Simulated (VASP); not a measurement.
# Si2AsRu2 (I4/mmm) in VASP: single point with PBE

Aim: the single point of Si2AsRu2 with PBE.

All numbers are computed with VASP 6.6.1; they aren't measurements. Logs are shortened: lines on timing, memory, paths and dates and some standing lists are left out, and cuts for length are marked.

## (1) The cell of the first run

It takes space group I4/mmm (No. 139, tetragonal). Conventional cell: a = 3.961 Å, b = 3.961 Å, c = 9.477 Å, α = 90.00°, β = 90.00°, γ = 90.00°. Within 2.8 Å of Si (site symmetry 4mm) lie 1 Si at 2.10 Å and 4 Ru at 2.38 Å. Ru (site symmetry -4m2) has 4 Si at 2.38 Å and 4 Ru at 2.80 Å and 4 As at 3.09 Å within 3.1 Å. Within 4.0 Å of As (site symmetry 4/mmm) lie 10 Si at 2.99 to 3.69 Å and 8 Ru at 3.09 Å and 4 As at 3.96 Å.

## (2) Single point, PBE

POSCAR

```
Si2AsRu2
1.0
    0.0000000000      3.9608000000      0.0000000000
    3.9608000000      0.0000000000      0.0000000000
    1.9804000000      1.9804000000     -4.7384910000
Si Ru As
2 2 1
Direct
    0.3890000000      0.3890000000      0.2220000000
    0.6110000000      0.6110000000      0.7780000000
    0.7500000000      0.2500000000      0.5000000000
    0.2500000000      0.7500000000      0.5000000000
    0.0000000000      0.0000000000      0.0000000000
```

INCAR.step1

```
SYSTEM = Si2AsRu2
PREC = Accurate ; ENCUT = 520
EDIFF = 1E-6 ; ISMEAR = -1
SIGMA = 0.0301 ; LREAL = .FALSE.
LASPH = .TRUE. ; NELM = 60
ALGO = Normal ; ISIF = 2
LWAVE = .FALSE. ; LCHARG = .TRUE.
LMAXMIX = 4 ; GGA = PE
NBANDS = 28
```

KPOINTS.step1

```
regular mesh
0
G
  9 9 9
  0 0 0
```

INCAR.step2

```
SYSTEM = Si2AsRu2
PREC = Accurate ; ENCUT = 520
EDIFF = 1E-6 ; ISMEAR = -5
SIGMA = 0.0301 ; LREAL = .FALSE.
LASPH = .TRUE. ; NELM = 60
ALGO = Normal ; ISIF = 2
LWAVE = .FALSE. ; LCHARG = .FALSE.
LMAXMIX = 4 ; GGA = PE
LORBIT = 10 ; NBANDS = 28
NEDOS = 1001 ; ICHARG = 11
```

KPOINTS.step2

```
regular mesh
0
G
  14 14 14
  0 0 0
```

Potentials or basis: VASP PAW PBE potentials, release 64 (Si, Ru_pv, As).

Command:

```sh
$ cat potpaw_PBE.64/Si/POTCAR potpaw_PBE.64/Ru_pv/POTCAR potpaw_PBE.64/As/POTCAR > POTCAR
$ cp INCAR.step1 INCAR
$ cp KPOINTS.step1 KPOINTS
$ mpirun -np 1 vasp_std > vasp.out
$ cp INCAR.step2 INCAR
$ cp KPOINTS.step2 KPOINTS
$ mpirun -np 1 vasp_std > vasp.out
```

OUTCAR:

```text
SYSTEM = Si2AsRu2
   PREC = Accurate
   ENCUT = 520
   EDIFF = 1E-6
   ISMEAR = -5
   LREAL = .FALSE.
   LASPH = .TRUE.
   NELM = 60
   ISIF = 2
   GGA = PE
   LORBIT = 10
   ICHARG = 11

 ion  position               nearest neighbor table
   1  0.389  0.389  0.222-   2 2.10   3 2.38   4 2.38   4 2.38   3 2.38   5 2.99   5 2.99   5 2.99
                             5 2.99
   2  0.611  0.611  0.778-   1 2.10   3 2.38   4 2.38   3 2.38   4 2.38   5 2.99   5 2.99   5 2.99
                             5 2.99
   3  0.750  0.250  0.500-   1 2.38   2 2.38   1 2.38   2 2.38   4 2.80   4 2.80   4 2.80   4 2.80
                             5 3.09   5 3.09   5 3.09   5 3.09
   4  0.250  0.750  0.500-   1 2.38   2 2.38   1 2.38   2 2.38   3 2.80   3 2.80   3 2.80   3 2.80
                             5 3.09   5 3.09   5 3.09   5 3.09
   5  0.000  0.000  0.000-   2 2.99   1 2.99   2 2.99   1 2.99   1 2.99   2 2.99   2 2.99   1 2.99
                             4 3.09   3 3.09   4 3.09   3 3.09   3 3.09   4 3.09   4 3.09   3 3.09

  LATTYP: Found a body centered tetragonal cell.
 ALAT       =     3.9608000000
 C/A-ratio  =     2.3926939002

  Lattice vectors:

 A1 = (  -1.9804000000,   1.9804000000,   4.7384910000)
 A2 = (   1.9804000000,  -1.9804000000,   4.7384910000)
 A3 = (   1.9804000000,   1.9804000000,  -4.7384910000)

Analysis of symmetry for initial positions (statically):
=====================================================================
 Subroutine PRICEL returns:
 Original cell was already a primitive cell.

 Routine SETGRP: Setting up the symmetry group for a
 body centered tetragonal supercell.

 Subroutine GETGRP returns: Found 16 space group operations
 (whereof 16 operations were pure point group operations)
 out of a pool of 16 trial point group operations.

The static configuration has the point symmetry D_4h.

Analysis of symmetry for dynamics (positions and initial velocities):
=====================================================================
 Subroutine PRICEL returns:
 Original cell was already a primitive cell.

 Routine SETGRP: Setting up the symmetry group for a
 body centered tetragonal supercell.

 Subroutine GETGRP returns: Found 16 space group operations
 (whereof 16 operations were pure point group operations)
 out of a pool of 16 trial point group operations.

The dynamic configuration has the point symmetry D_4h.

 Subroutine INISYM returns: Found 16 space group operations
 (whereof 16 operations are pure point group operations),
 and found     1 'primitive' translations

----------------------------------------------------------------------------------------

[... 115 lines left out ...]
   ISMEAR =    -5;   SIGMA  =   0.03  broadening in eV -4-tet -1-fermi 0-gaus
   EFERMI_NEDOS =   21; number of points for ismear=-14 and -15
   IALGO  =     38    algorithm
   IMIX   =      4    mixing-type and parameters
     AMIX     =   0.40;   BMIX     =  1.00
     AMIX_MAG =   1.60;   BMIX_MAG =  1.00
  volume/ion in A,a.u.               =      14.87       100.33
  Fermi-wavevector in a.u.,A,eV,Ry     =   1.342561  2.537073 24.524108  1.802471
  Thomas-Fermi vector in A             =   2.470705
   LORBIT       =     10    0 simple, 1 ext, 2 COOP (PROOUT), +10 PAW based schemes
   GGA     = PE    functional components
   LHFCALC =     F    Hartree Fock is set to
   AEXX    =    0.0000 exact exchange contribution
   IVDW    =     0    specifies the selected vdW correction
   LEPSILON=     F    determine dielectric tensor
   LRPA    =     F    only Hartree local field effects (RPA)
 non-spin polarized calculation
 Fermi weights with tetrahedron method with Bloechl corrections
  energy-cutoff  :      520.00
  volume of cell :       74.34
 maximum number of plane-waves:      2034
 NGX is ok and might be reduce to    30

 number of electron      41.0000002 magnetization

 Free energy of the ion-electron system (eV)
  ---------------------------------------------------
  ext. energy  EPLUGINS =         0.00000000
  ---------------------------------------------------
  free energy    TOTEN  =       -33.58281466 eV

  energy without entropy =      -33.58281466  energy(sigma->0) =      -33.58281466

 E-fermi :   9.6887     XC(G=0): -12.0869

 val. band max:        9.7207760323   @ k =   0.1429   0.1429   0.0714
 cond. band min:       9.6248901619   @ k =   0.4286   0.2857   0.1429
 fundamental gap:     -0.0958858704
 Fermi energy:         9.6887252216

 k-point     1 :       0.0000    0.0000    0.0000
  band No.  band energies     occupation
      1     -32.6582      2.00000
      2     -32.6582      2.00000
      3     -32.4126      2.00000
      4     -32.3247      2.00000
      5     -32.3119      2.00000
      6     -32.3119      2.00000
[... 733 lines left out ...]
     27      14.6259      0.00000
     28      16.0463      0.00000

 [... further k-points ...]

------------------------ aborting loop because EDIFF is reached ----------------------------------------

  FORCE on cell =-STRESS in cart. coord.  units (eV):
  Direction    XX          YY          ZZ          XY          YZ          ZX
  --------------------------------------------------------------------------------------
  -------------------------------------------------------------------------------------
  Total        5.9539165      5.9539165      3.5164169      0.0000000      0.0000000      0.0000000
  in kB      128.3238652    128.3238652     75.7888036      0.0000000      0.0000000      0.0000000
  external PRESSURE =     110.8121780 kB  Pullay stress =       0.0000000 kB

 VOLUME and BASIS-vectors are now :
 -----------------------------------------------------------------------------
  energy-cutoff  :      520.00
  volume of cell :       74.34
      direct lattice vectors                 reciprocal lattice vectors
     0.000000000  3.960800000  0.000000000     0.000000000  0.252474248  0.105518824
     3.960800000  0.000000000  0.000000000     0.252474248  0.000000000  0.105518824
     1.980400000  1.980400000 -4.738491000     0.000000000  0.000000000 -0.211037649

 POSITION                                       TOTAL-FORCE (eV/Angst)
 -----------------------------------------------------------------------------------
      1.98040      1.98040     -1.05195         0.000000      0.000000     -3.255344
      3.96080      3.96080     -3.68655        -0.000000     -0.000000      3.255344
      1.98040      3.96080     -2.36925        -0.000000     -0.000000      0.000000
      3.96080      1.98040     -2.36925         0.000000      0.000000      0.000000
      0.00000      0.00000      0.00000        -0.000000     -0.000000      0.000000
 -----------------------------------------------------------------------------------
    total drift:                                0.000000      0.000000      0.000000

  FREE ENERGIE OF THE ION-ELECTRON SYSTEM (eV)
  ---------------------------------------------------
  free  energy   TOTEN  =       -33.5828146551 eV

  energy  without entropy=      -33.5828146551  energy(sigma->0) =      -33.58281466

 total charge

# of ion       s       p       d       tot
------------------------------------------
    1        0.782   0.970   0.000   1.752
    2        0.782   0.970   0.000   1.752
    3        0.362   6.260   6.205  12.827
    4        0.362   6.260   6.205  12.827
    5        1.360   1.153   0.054   2.566
--------------------------------------------------
tot          3.648  15.613  12.463  31.724
```

OUTCAR.step1:

```text
SYSTEM = Si2AsRu2
   PREC = Accurate
   ENCUT = 520
   EDIFF = 1E-6
   ISMEAR = -1
   LREAL = .FALSE.
   LASPH = .TRUE.
[... 982 lines left out ...]
      1.98040      3.96080     -2.36925         0.000000     -0.000000      0.000000
      3.96080      1.98040     -2.36925        -0.000000      0.000000      0.000000
      0.00000      0.00000      0.00000        -0.000000     -0.000000      0.000000
 -----------------------------------------------------------------------------------
    total drift:                                0.000000     -0.000000     -0.000000

  FREE ENERGIE OF THE ION-ELECTRON SYSTEM (eV)
  ---------------------------------------------------
  free  energy   TOTEN  =       -33.5865635807 eV

  energy  without entropy=      -33.5776419546  energy(sigma->0) =      -33.58210277
```

OSZICAR.step1:

```text
N       E                     dE             d eps       ncg     rms          rms(c)
DAV:   1     0.345253195774E+03    0.34525E+03   -0.22787E+04  4248   0.142E+03
DAV:   2    -0.226290786858E+02   -0.36788E+03   -0.35900E+03  4524   0.395E+02
DAV:   3    -0.351677782603E+02   -0.12539E+02   -0.12246E+02  5076   0.691E+01
DAV:   4    -0.353566113021E+02   -0.18883E+00   -0.18846E+00  4724   0.791E+00
DAV:   5    -0.353602710770E+02   -0.36598E-02   -0.36594E-02  5128   0.113E+00    0.196E+01
DAV:   6    -0.338828738558E+02    0.14774E+01   -0.66796E+00  4592   0.177E+01    0.595E+00
DAV:   7    -0.337707724509E+02    0.11210E+00   -0.34102E+00  4768   0.100E+01    0.597E+00
DAV:   8    -0.335927043757E+02    0.17807E+00   -0.75279E-01  4688   0.552E+00    0.199E+00
DAV:   9    -0.335871357529E+02    0.55686E-02   -0.34424E-02  4476   0.970E-01    0.336E-01
DAV:  10    -0.335866000969E+02    0.53566E-03   -0.32382E-03  4752   0.363E-01    0.163E-01
DAV:  11    -0.335865648003E+02    0.35297E-04   -0.25177E-04  4812   0.838E-02    0.470E-02
DAV:  12    -0.335865638185E+02    0.98182E-06   -0.30938E-05  4668   0.282E-02    0.177E-02
DAV:  13    -0.335865635807E+02    0.23782E-06   -0.55970E-06  4588   0.128E-02
   1 F= -.33586564E+02 E0= -.33582103E+02  d E =-.892163E-02
```

Run time: 3 min. Hardware: 1 thread of AMD EPYC 9R45 (Zen 5), shared host; peak memory 0.52 GiB.

What came out:

- Valence electrons inside the program's atomic spheres: Si 1.75; Ru 12.83; As 2.57

Levels at points of the mesh, in eV from the Fermi level:
```
           k point  band 18  band 19  band 20  band 21  band 22  band 23  band 24  band 25
(0.00, 0.00, 0.00)    -0.32     0.40     0.40     0.51     1.46     1.46     2.11     2.76
(0.50, 0.00, 0.00)    -1.56    -1.29    -1.10     0.13     0.40     1.09     1.89     2.76
(0.50, 0.50, 0.00)    -1.66    -0.45    -0.29    -0.23     1.24     1.41     3.18     3.30
(0.00, 0.00, 0.50)    -0.98    -0.98     0.54     0.93     2.11     2.75     4.65     4.65
```

Caveat: tetrahedron occupations give inexact forces and stress in metals.
